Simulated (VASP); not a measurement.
Set up this calculation in VASP 6.6.1, as the native input.

```yaml
Task: single point
Functional: LDA
Potentials_or_basis: VASP PAW LDA potentials, release 64 (Mg, I)
Cutoff: 520 eV
k_mesh: 6 × 6 × 4
Occupations: gaussian, width 0.05 eV
Spin: no spin polarisation
Dipole_correction: no
Further_INCAR_settings: ALGO = Normal; EDIFF = 1e-07; NBANDS = 15
```

The structure of MgI2 lies in POSCAR:

```
MgI2
1.0
    4.1834320243      0.0000000000      0.0000000000
   -2.0917160121      3.6229584080      0.0000000000
    0.0000000000      0.0000000000      6.8623682698
Mg I
1 2
Direct
    0.0000000000      0.0000000000      0.0000000000
    0.3333333333      0.6666666667      0.7747750392
    0.6666666667      0.3333333333      0.2252249608
```

One way to write it, as run:

INCAR

```
SYSTEM = MgI2
PREC = Accurate
ENCUT = 520
EDIFF = 1E-7
ISMEAR = 0
SIGMA = 0.05
LREAL = .False.
LASPH = .True.
NELM = 100
ALGO = Normal
ISIF = 2
LWAVE = .False.
LCHARG = .False.
GGA = CA
NBANDS = 15
```

KPOINTS

```
regular mesh
0
Gamma
  6 6 4
  0 0 0
```

Potentials or basis: VASP PAW LDA potentials, release 64 (Mg, I).

Launch:

```sh
$ cat potpaw_LDA.64/Mg/POTCAR potpaw_LDA.64/I/POTCAR > POTCAR
$ mpirun -np 1 vasp_std > vasp.out
```

Results of the run:

* Pressure: 0.0 GPa
* Largest force: 0.424 eV/Å
* Band gap on the k mesh: 3.31 eV, indirect (least direct gap 3.46 eV)

Caveat: spin-orbit coupling is left out, which moves the levels of the heavy elements.

Run time: 18 s on 1 thread of Intel(R) Xeon(R) Platinum 8488C (Sapphire Rapids), on a shared host, peak memory 0.2 GiB.
